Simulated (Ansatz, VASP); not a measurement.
# Tl: VASP beside Ansatz

File INCAR:

```
PREC = Accurate
ENCUT = 520
EDIFF = 1E-6
ISMEAR = -1
SIGMA = 0.05
LREAL = False
LASPH = True
NELM = 100
ALGO = Normal
ISIF = 2
LWAVE = False
LCHARG = False
GGA = PE
NBANDS = 12
```

Contents of KPOINTS:

```
regular mesh
0
Gamma
  14 14 14
```

The input POSCAR:

```
Tl
1.0
   -0.0649500000      2.1325250000      2.1325250000
    2.1325250000     -0.0649500000      2.1325250000
    2.1325250000      2.1325250000     -0.0649500000
Tl
1
Direct
    0.0000000000      0.0000000000      0.0000000000
```

Input for Ansatz:

```yaml
crystal:
  lattice:
    - [-0.06495, 2.132525, 2.132525]
    - [2.132525, -0.06495, 2.132525]
    - [2.132525, 2.132525, -0.06495]
  atoms:
    - { symbol: Tl, position: [0.0, 0.0, 0.0] }
kpoints:
  mp_grid: { grid: [14, 14, 14] }
scf:
  occupations: { method: fermi_dirac, width: 0.05 }
hamiltonian:
  xc: pbe
  pseudopotentials: { kind: all_electron, lapw: { basis_error: 0.001 } }
output:
  forces: true
  stress: true
  eigenvalues: true
```

Change from the starting cell: equal xy, yz and zx shear strains of -3 %.

Alike in both runs: task single point; functional PBE; k mesh 14 × 14 × 14; occupations fermi-dirac, width 0.05 eV; no spin polarisation.

|  | VASP | Ansatz |
| --- | --- | --- |
| version | VASP 6.6.1 | Ansatz 0.2.0 |
| potentials or method | VASP PAW PBE potentials, release 64 (Tl_d), cutoff 520 eV | all-electron LAPW, scalar-relativistic |

|  | VASP | Ansatz | Ansatz less VASP |
| --- | --- | --- | --- |
| pressure (GPa) | 37.7 | 37.8 | +0.11 |
| traceless stress, the component that is largest in VASP (GPa) | 1.15 | 1.15 | -0.009 |

Both programs put the cell under a high pressure, so it lies far from rest at this level. Ansatz ran all-electron here, and VASP with PAW potentials.

Spin-orbit coupling is off throughout.
